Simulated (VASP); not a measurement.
Set up this calculation in VASP 6.6.1, as the native input.

| Property | Result |
| --- | --- |
| Task | single point |
| Functional | LDA |
| Potentials or basis | VASP PAW LDA potentials, release 64 (Ag) |
| Cutoff | 520 eV |
| k mesh | 10 × 10 × 6 |
| Occupations | fermi-dirac, width 0.05 eV |
| Spin | no spin polarisation |
| Dipole correction | no |
| Further INCAR settings | ALGO = Normal; EDIFF = 1e-06; NBANDS = 18 |

The structure of Ag lies in POSCAR:

```
Ag
1.0
    2.9300000000      0.0000000000      0.0000000000
   -1.4650000000      2.5374544331      0.0000000000
    0.0000000000      0.0000000000      4.7900000000
Ag
2
Direct
    0.6666666667      0.3333333333      0.7500000000
    0.3333333333      0.6666666667      0.2500000000
```

This isn't the form of Ag at room conditions, which is fcc.

These files were run (other wordings do the same):

INCAR

```
PREC = Accurate
ENCUT = 520
EDIFF = 1E-6
ISMEAR = -1
SIGMA = 0.05
LREAL = False
LASPH = True
NELM = 60
ALGO = Normal
ISIF = 2
LWAVE = False
LCHARG = False
NBANDS = 18
```

KPOINTS

```
regular mesh
0
Gamma
  10 10 6
```

Potentials or basis: VASP PAW LDA potentials, release 64 (Ag).

Command:

```sh
$ cat potpaw_LDA.64/Ag/POTCAR > POTCAR
$ mpirun -np 1 vasp_std > vasp.out
```

It gave:

```
Pressure               : -10.3 GPa
Band gap on the k mesh : zero (bands 11 and 12 overlap by 6.33 eV)
```

Caveat: the cell stands under tension.

It took 26 s on 1 thread of Intel Xeon 8259CL, on a shared host, peak memory 0.16 GiB.
